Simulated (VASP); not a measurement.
# Sb2S (Fm-3m) in VASP: further runs, part 2 of 2

VASP 6.6.1. The steps go on from the part before.

## 3. Single point, PBE

This run uses another cell than the first one, of 26.48 Å³/atom, 1.033 times its volume.

File INCAR:

```
PREC     = Accurate       # precision mode
ENCUT    = 520            # plane-wave cutoff, eV
EDIFF    = 1E-6           # SCF threshold, eV
ISMEAR   = 0              # smearing method
SIGMA    = 0.1            # smearing width, eV
LREAL    = F              # projectors in reciprocal space
LASPH    = T              # aspherical terms in the spheres
NELM     = 100            # most SCF steps
ALGO     = Normal         # electronic algorithm
ISIF     = 2              # what is computed and relaxed
LWAVE    = F              # write WAVECAR
LCHARG   = F              # write CHGCAR
GGA      = PE             # functional
NBANDS   = 15             # bands
```

File KPOINTS:

```
Automatic mesh
0
Gamma
  12 12 12
```

File POSCAR:

```
Sb2S
1.0
    0.0000000000      3.4121565626      3.4121565626
    3.4121565626      0.0000000000      3.4121565626
    3.4121565626      3.4121565626      0.0000000000
Sb S
2 1
Direct
    0.2500000000      0.2500000000      0.2500000000
    0.7500000000      0.7500000000      0.7500000000
    0.0000000000      0.0000000000      0.0000000000
```

Potentials or basis: VASP PAW PBE potentials, release 64 (Sb, S).

Run with:

```console
$ cat potpaw_PBE.64/Sb/POTCAR potpaw_PBE.64/S/POTCAR > POTCAR
$ mpirun -np 1 vasp_std > vasp.out
```

OUTCAR:

```text
PREC = Accurate
   ENCUT = 520
   EDIFF = 1E-6
   ISMEAR = 0
   LREAL = F
   LASPH = T
   NELM = 100
   ISIF = 2
   GGA = PE

 ion  position               nearest neighbor table
   1  0.250  0.250  0.250-   3 2.96   3 2.96   3 2.96   3 2.96   2 3.41   2 3.41   2 3.41   2 3.41
                             2 3.41   2 3.41
   2  0.750  0.750  0.750-   3 2.96   3 2.96   3 2.96   3 2.96   1 3.41   1 3.41   1 3.41   1 3.41
                             1 3.41   1 3.41
   3  0.000  0.000  0.000-   2 2.96   2 2.96   2 2.96   1 2.96   2 2.96   1 2.96   1 2.96   1 2.96

  LATTYP: Found a face centered cubic cell.
 ALAT       =     6.8243131252

  Lattice vectors:

 A1 = (   0.0000000000,   3.4121565626,   3.4121565626)
 A2 = (   3.4121565626,   0.0000000000,   3.4121565626)
 A3 = (   3.4121565626,   3.4121565626,   0.0000000000)

Analysis of symmetry for initial positions (statically):
=====================================================================
 Subroutine PRICEL returns:
 Original cell was already a primitive cell.

 Routine SETGRP: Setting up the symmetry group for a
 face centered cubic supercell.

 Subroutine GETGRP returns: Found 48 space group operations
 (whereof 48 operations were pure point group operations)
 out of a pool of 48 trial point group operations.

The static configuration has the point symmetry O_h .

Analysis of symmetry for dynamics (positions and initial velocities):
=====================================================================
 Subroutine PRICEL returns:
 Original cell was already a primitive cell.

 Routine SETGRP: Setting up the symmetry group for a
 face centered cubic supercell.

 Subroutine GETGRP returns: Found 48 space group operations
 (whereof 48 operations were pure point group operations)
 out of a pool of 48 trial point group operations.

The dynamic configuration has the point symmetry O_h .

 Subroutine INISYM returns: Found 48 space group operations
 (whereof 48 operations are pure point group operations),
 and found     1 'primitive' translations

----------------------------------------------------------------------------------------

                                     Primitive cell

  volume of cell :      79.4542

  direct lattice vectors                    reciprocal lattice vectors
     0.000000000  3.412156563  3.412156563    -0.146534894  0.146534894  0.146534894
     3.412156563  0.000000000  3.412156563     0.146534894 -0.146534894  0.146534894
     3.412156563  3.412156563  0.000000000     0.146534894  0.146534894 -0.146534894

  length of vectors
     4.825518088  4.825518088  4.825518088     0.253805881  0.253805881  0.253805881

  position of ions in fractional coordinates (direct lattice)
     0.250000000  0.250000000  0.250000000
     0.750000000  0.750000000  0.750000000
     0.000000000  0.000000000  0.000000000

  ion indices of the primitive-cell ions
   primitive index   ion index
                 1           1
                 2           2
                 3           3

----------------------------------------------------------------------------------------

 KPOINTS: Automatic mesh

Automatic generation of k-mesh.
 Grid dimensions read from file:
 generate k-points for:   12   12   12

 Generating k-lattice:

[... 23 lines left out ...]
  0.416667  0.000000  0.000000      8.000000
[... 16 lines left out ...]
  0.500000  0.166667  0.000000     24.000000
 -0.416667  0.166667  0.000000     24.000000
 [... further k-points ...]
   k-points           NKPTS =     72   k-points in BZ     NKDIM =     72   number of bands    NBANDS=     15
   number of dos      NEDOS =    301   number of ions     NIONS =      3
   total plane-waves  NPLWV =  46656
   dimension x,y,z NGX =    36 NGY =   36 NGZ =   36
   dimension x,y,z NGXF=    72 NGYF=   72 NGZF=   72
   ions per type =               2   1
   NGX,Y,Z   is equivalent  to a cutoff of  12.40, 12.40, 12.40 a.u.
   NGXF,Y,Z  is equivalent  to a cutoff of  24.81, 24.81, 24.81 a.u.
 SYSTEM =  unknown system
   PREC   = accura    normal or accurate (medium, high low for compatibility)
   ISTART =      0    job   : 0-new  1-cont  2-samecut
   ICHARG =      2    charge: 1-file 2-atom 10-const
   ISPIN  =      1    spin polarized calculation?
   LNONCOLLINEAR =      F non collinear calculations
   LSORBIT =      F    spin-orbit coupling
   LASPH  =      T    aspherical Exc in radial PAW
   ENCUT  =  520.0 eV  38.22 Ry    6.18 a.u.   8.97  8.97  8.97*2*pi/ulx,y,z
   NELM   =    100;   NELMIN=  2; NELMDL= -5     # of ELM steps
   EDIFF  = 0.1E-05   stopping-criterion for ELM
   LREAL  =      F    real-space projection
   EDIFFG = 0.1E-04   stopping-criterion for IOM
   NSW    =      0    number of steps for IOM
   IBRION =     -1    ionic relax: 0-MD 1-quasi-New 2-CG
   NFREE  =      0    steps in history (QN), initial steepest desc. (CG)
   ISIF   =      2    stress and relaxation
   ISYM   =      2    0-nonsym 1-usesym 2-fastsym
   POTIM  = 0.5000    time-step for ionic-motion
   TEBEG  =    0.0;   TEEND  =   0.0 temperature during run
   PSTRESS=    0.0 pullay stress
   NELECT =      16.0000    total number of electrons
   NUPDOWN=      -1.0000    fix difference up-down
   EMIN   =  10.00;   EMAX   =-10.00  energy-range for DOS
   EFERMI =   0.00;   METHOD = LEGACY
   ISMEAR =     0;   SIGMA  =   0.10  broadening in eV -4-tet -1-fermi 0-gaus
   EFERMI_NEDOS =   21; number of points for ismear=-14 and -15
   IALGO  =     38    algorithm
   IMIX   =      4    mixing-type and parameters
     AMIX     =   0.40;   BMIX     =  1.00
     AMIX_MAG =   1.60;   BMIX_MAG =  1.00
  volume/ion in A,a.u.               =      26.48       178.73
  Fermi-wavevector in a.u.,A,eV,Ry     =   0.959568  1.813321 12.527853  0.920771
  Thomas-Fermi vector in A             =   2.088776
   LORBIT       =      0    0 simple, 1 ext, 2 COOP (PROOUT), +10 PAW based schemes
   GGA     = PE    functional components
   LHFCALC =     F    Hartree Fock is set to
   AEXX    =    0.0000 exact exchange contribution
   IVDW    =     0    specifies the selected vdW correction
   LEPSILON=     F    determine dielectric tensor
   LRPA    =     F    only Hartree local field effects (RPA)
 non-spin polarized calculation
 Gauss-broadening in eV      SIGMA  =   0.10
  energy-cutoff  :      520.00
  volume of cell :       79.45
 maximum number of plane-waves:      2164
   NGX = 17   NGY = 17   NGZ = 17

 number of electron      16.0000001 magnetization

 Free energy of the ion-electron system (eV)
  ---------------------------------------------------
  ext. energy  EPLUGINS =         0.00000000
  ---------------------------------------------------
  free energy    TOTEN  =       -10.90114718 eV

  energy without entropy =      -10.88902870  energy(sigma->0) =      -10.89508794

 E-fermi :   6.8788     XC(G=0):  -9.6915

 val. band max:        6.8710326908   @ k =   0.2500   0.1667   0.0000
 cond. band min:       6.8788299844   @ k =   0.5000   0.3333   0.1667
 fundamental gap:      0.0077972937
 Fermi energy:         6.8788192570

 k-point     1 :       0.0000    0.0000    0.0000
  band No.  band energies     occupation
      1      -7.6399      2.00000
      2      -1.7822      2.00000
      3       0.2609      2.00000
      4       3.0353      2.00000
      5       3.0353      2.00000
      6       3.0353      2.00000
      7       4.5119      2.00000
      8       4.5119      2.00000
      9       4.5119      2.00000
     10       9.2048      0.00000
     11       9.2048      0.00000
     12       9.2048      0.00000
     13      11.4850      0.00000
     14      11.4850      0.00000
[... 401 lines left out ...]
      2      -3.0955      2.00000
      3      -2.0450      2.00000
      4       2.0343      2.00000
      5       2.4475      2.00000
      6       3.9277      2.00000
      7       6.0617      2.00000
      8       6.5180      2.00000
      9       6.7075      1.98462
     10       8.3084      0.00000
     11       8.3954      0.00000
     12       9.8813      0.00000
     13      12.7305      0.00000
     14      13.6699      0.00000
     15      14.6009      0.00000

 [... further k-points ...]
[... 5 lines left out ...]
  --------------------------------------------------------------------------------------
  -------------------------------------------------------------------------------------
  Total       -0.1185775     -0.1185775     -0.1185775      0.0000000      0.0000000      0.0000000
  in kB       -2.3910899     -2.3910899     -2.3910899      0.0000000      0.0000000      0.0000000
  external PRESSURE =      -2.3910899 kB  Pullay stress =       0.0000000 kB

 VOLUME and BASIS-vectors are now :
 -----------------------------------------------------------------------------
  energy-cutoff  :      520.00
  volume of cell :       79.45
      direct lattice vectors                 reciprocal lattice vectors
     0.000000000  3.412156563  3.412156563    -0.146534894  0.146534894  0.146534894
     3.412156563  0.000000000  3.412156563     0.146534894 -0.146534894  0.146534894
     3.412156563  3.412156563  0.000000000     0.146534894  0.146534894 -0.146534894

 POSITION                                       TOTAL-FORCE (eV/Angst)
 -----------------------------------------------------------------------------------
      1.70608      1.70608      1.70608         0.000000     -0.000000     -0.000000
      5.11823      5.11823      5.11823         0.000000      0.000000      0.000000
      0.00000      0.00000      0.00000        -0.000000      0.000000      0.000000
 -----------------------------------------------------------------------------------
    total drift:                                0.000000      0.000000      0.000000

  FREE ENERGIE OF THE ION-ELECTRON SYSTEM (eV)
  ---------------------------------------------------
  free  energy   TOTEN  =       -10.9011471841 eV

  energy  without entropy=      -10.8890286996  energy(sigma->0) =      -10.89508794
```

Run time: 32 s. Hardware: 1 thread of Intel Xeon Platinum 8559C (Emerald Rapids), shared host; peak memory 0.25 GiB.

What came out:

- Free energy: -10.9011 eV
- Pressure: -0.2 GPa
- Band gap on the k mesh: zero (band 8 reaches 8.16 eV, above the bottom of band 9 at 4.51 eV)

Caveat: spin-orbit coupling is left out, which moves the levels of the heavy elements.

## 4. Relaxation of cell and atoms, PBE

File INCAR:

```
SYSTEM = Sb2S
PREC = Accurate
ENCUT = 600
EDIFF = 1E-6
ISMEAR = 0
SIGMA = 0.1
LREAL = .FALSE.
LASPH = .TRUE.
NELM = 60
ALGO = Normal
ISIF = 3
LWAVE = .FALSE.
LCHARG = .FALSE.
GGA = PE
IBRION = 2
NSW = 100
EDIFFG = -0.01
```

File KPOINTS:

```
Automatic mesh
0
G
  12 12 12
  0 0 0
```

File POSCAR:

```
Sb2S
1.0
    0.0000000000      3.3753540700      3.3753540700
    3.3753540700      0.0000000000      3.3753540700
    3.3753540700      3.3753540700      0.0000000000
Sb S
2 1
Direct
    0.2500000000      0.2500000000      0.2500000000
    0.7500000000      0.7500000000      0.7500000000
    0.0000000000      0.0000000000      0.0000000000
```

Potentials or basis: VASP PAW PBE potentials, release 64 (Sb, S).

Run with:

```console
$ cat potpaw_PBE.64/Sb/POTCAR potpaw_PBE.64/S/POTCAR > POTCAR
$ mpirun -np 1 vasp_std > vasp.out
```

OUTCAR:

```text
SYSTEM = Sb2S
   PREC = Accurate
   ENCUT = 600
   EDIFF = 1E-6
   ISMEAR = 0
   LREAL = .FALSE.
   LASPH = .TRUE.
   NELM = 60
   ISIF = 3
   GGA = PE
   IBRION = 2
   NSW = 100
   EDIFFG = -0.01

 ion  position               nearest neighbor table
   1  0.250  0.250  0.250-   3 2.92   3 2.92   3 2.92   3 2.92   2 3.38   2 3.38   2 3.38   2 3.38
                             2 3.38   2 3.38
   2  0.750  0.750  0.750-   3 2.92   3 2.92   3 2.92   3 2.92   1 3.38   1 3.38   1 3.38   1 3.38
                             1 3.38   1 3.38
   3  0.000  0.000  0.000-   2 2.92   2 2.92   2 2.92   1 2.92   2 2.92   1 2.92   1 2.92   1 2.92

  LATTYP: Found a face centered cubic cell.
 ALAT       =     6.7507081400

  Lattice vectors:

 A1 = (   0.0000000000,   3.3753540700,   3.3753540700)
[... 268 lines left out ...]
 cond. band min:       6.9352749774   @ k =  -0.4167   0.3333   0.1667
 fundamental gap:      0.0058353210
 Fermi energy:         6.9308731236

 k-point     1 :       0.0000    0.0000    0.0000
  band No.  band energies     occupation
      1      -7.6190      2.00000
      2      -1.7267      2.00000
      3       0.3265      2.00000
      4       3.0693      2.00000
      5       3.0693      2.00000
      6       3.0693      2.00000
      7       4.5502      2.00000
      8       4.5502      2.00000
      9       4.5502      2.00000
     10       9.2632      0.00000
     11       9.2632      0.00000
     12       9.2632      0.00000
[... 331 lines left out ...]
 k-point    24 :      -0.4167    0.1667    0.0000
  band No.  band energies     occupation
      1      -6.7074      2.00000
      2      -3.0639      2.00000
      3      -2.0007      2.00000
      4       2.0634      2.00000
      5       2.4826      2.00000
      6       3.9749      2.00000
      7       6.1057      2.00000
      8       6.5688      2.00000
      9       6.7655      1.98067
     10       8.3648      0.00000
     11       8.4529      0.00000
     12       9.9509      0.00000

 [... further k-points ...]
[... 5 lines left out ...]
  --------------------------------------------------------------------------------------
  -------------------------------------------------------------------------------------
  Total        0.0018248      0.0018248      0.0018248     -0.0000000      0.0000000      0.0000000
  in kB        0.0369573      0.0369573      0.0369573     -0.0000000      0.0000000      0.0000000
  external PRESSURE =       0.0369573 kB  Pullay stress =       0.0000000 kB
[... 18 lines left out ...]
  FREE ENERGIE OF THE ION-ELECTRON SYSTEM (eV)
  ---------------------------------------------------
  free  energy   TOTEN  =       -10.9014810758 eV

  energy  without entropy=      -10.8894217292  energy(sigma->0) =      -10.89545140

 reached required accuracy - stopping structural energy minimisation
```

Wall time 71 s (1 thread of Intel Xeon Platinum 8559C (Emerald Rapids), shared host); peak memory 0.3 GiB.

What came out:

```yaml
Free_energy: -10.9015 eV
Relaxed_volume: 26.37 Å³/atom
Relaxed_cell: a = 4.819 Å, b = 4.819 Å, c = 4.819 Å, α = 60.00°, β = 60.00°, γ = 60.00°
Space_group_after_relaxing_to_0.05_Å: Fm-3m (No. 225)
Energy_gained_by_relaxing: 3.6 meV/atom
Ionic_steps: 3
Pressure_after_relaxing: 0.0 GPa
Band_gap_on_the_k_mesh: zero (band 8 reaches 8.22 eV, above the bottom of band 9 at 4.55 eV)
```

Step by step:
| step | energy change (eV) | largest force (eV/Å) | pressure (GPa) | volume (Å³) |
| --- | --- | --- | --- | --- |
| 1 | 0.0000 | 0.0000 | 1.60 | 76.91 |
| 2 | -0.0098 | 0.0000 | -0.45 | 79.79 |
| 3 | -0.0107 | 0.0000 | 0.00 | 79.11 |

Final structure:
```xyz
3
Lattice="0.0000 3.4072 3.4072 3.4072 0.0000 3.4072 3.4072 3.4072 0.0000" Properties=species:S:1:pos:R:3 pbc="T T T"
Sb    1.7036    1.7036    1.7036
Sb    5.1108    5.1108    5.1108
S     0.0000    0.0000    0.0000
```

Caveat: spin-orbit coupling is left out, which moves the levels of the heavy elements.

## 5. Overview

```tsv
task	cell	k mesh	cutoff (eV)	gap on the mesh (eV)	pressure (GPa)
single point	a = 4.773 Å, angles 60.0°, 3 atoms	4 × 4 × 4	520	none	0.5
single point	a = 4.826 Å, angles 60.0°, 3 atoms	12 × 12 × 12	520	none	-0.2
relaxation of cell and atoms	relaxed from a = 4.773 Å, angles 60.0°, 3 atoms	12 × 12 × 12	600	none	0.0
```

Alike in all rows: level PBE; potentials or basis VASP PAW PBE potentials, release 64 (Sb, S); no spin polarisation; smearing gaussian 0.1 eV.

Caveats: some runs use coarse meshes; spin-orbit coupling is left out, which moves the levels of the heavy elements.

Total energies depend on the potentials used, so only differences within one code and one set of settings carry meaning.
